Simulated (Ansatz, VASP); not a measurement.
## ZrGeO: VASP beside Ansatz

The input POSCAR:

```
ZrGeO
1.0
    3.5706190000      0.0000000000      0.0000000000
    0.0000000000      3.5706190000      0.0000000000
    0.0000000000      0.0000000000      8.0440360000
Zr O Ge
2 2 2
Direct
    0.0000000000      0.5000000000      0.2700000000
    0.5000000000      0.0000000000      0.7300000000
    0.0000000000      0.5000000000      0.6250000000
    0.5000000000      0.0000000000      0.3750000000
    0.0000000000      0.0000000000      0.0000000000
    0.5000000000      0.5000000000      0.0000000000
```

INCAR.step1

```
PREC = Accurate
ENCUT = 520
EDIFF = 1E-5
ISMEAR = 0
SIGMA = 0.0736
LREAL = False
LASPH = True
NELM = 80
ALGO = Normal
ISIF = 2
LWAVE = True
LCHARG = False
GGA = PE
NBANDS = 41
```

File INCAR.step2:

```
PREC = Accurate
ENCUT = 520
EDIFF = 1E-7
ISMEAR = 0
SIGMA = 0.0736
LREAL = False
LASPH = True
NELM = 80
ALGO = Normal
ISIF = 2
LWAVE = False
LCHARG = False
GGA = PE
LHFCALC = True
HFSCREEN = 0.2079
PRECFOCK = Fast
ISTART = 1
NBANDS = 41
```

Contents of KPOINTS:

```
regular mesh
0
Gamma
  3 3 1
```

Input for Ansatz:

```yaml
crystal:
  lattice:
    - [3.570619, 0.0, 0.0]
    - [0.0, 3.570619, 0.0]
    - [0.0, 0.0, 8.044036]
  atoms:
    - { symbol: Zr, position: [0.0, 0.5, 0.27] }
    - { symbol: Zr, position: [0.5, 0.0, 0.73] }
    - { symbol: O, position: [0.0, 0.5, 0.625] }
    - { symbol: O, position: [0.5, 0.0, 0.375] }
    - { symbol: Ge, position: [0.0, 0.0, 0.0] }
    - { symbol: Ge, position: [0.5, 0.5, 0.0] }
kpoints:
  mp_grid: { grid: [3, 3, 1], shift: [0, 0, 0] }
magnetization:
  spin_polarized: false
scf:
  occupations: { method: gaussian, width: 0.0736 }
hamiltonian:
  pseudopotentials: { kind: paw }
  xc: hse06
basis:
  ecutwfc: 420
  fft_grid_basis: typed
output:
  forces: true
  stress: true
  eigenvalues: true
  bader: true
  populations: true
  elf: true
  write_potential: true
  volumetric_format: npy
  dos:
    e_range: [-12, 8]
    de: 0.05
    projected: { site_lists: { Ge: [Ge], O: [O], Zr: [Zr] } }
    method: { smearing: { sigma: 0.1, scheme: gaussian } }
```

Alike in both runs: task single point; functional HSE06; k mesh 3 × 3 × 1; occupations gaussian, width 0.0736 eV; no spin polarisation.

|  | VASP | Ansatz |
| --- | --- | --- |
| version | VASP 6.6.1 | Ansatz 0.2.0 |
| potentials or method | VASP PAW PBE potentials, release 64 (Zr_sv, O, Ge_d), cutoff 520 eV | PAW plane waves |
| valence electrons in the cell | 64 | 64 |

VASP gave:

* gap on the k mesh at the Fermi level (eV): 1.28
* pressure (GPa): -18.9
* traceless stress, the component that is largest in VASP (GPa): 1.89
* rms of the force components (eV/Å): 0.985

**Question.** Estimate Ansatz's values.

**Answer.** gap on the k mesh at the Fermi level (eV): 1.27; pressure (GPa): -18.9; traceless stress, the component that is largest in VASP (GPa): 2.08; rms of the force components (eV/Å): 0.978.

Atom by atom the forces differ by 0.008 eV/Å (rms over components). Ansatz's warnings: stress exchange threshold loose, stress scf threshold loose.

The k mesh is coarse, so the values compare programs but aren't converged.
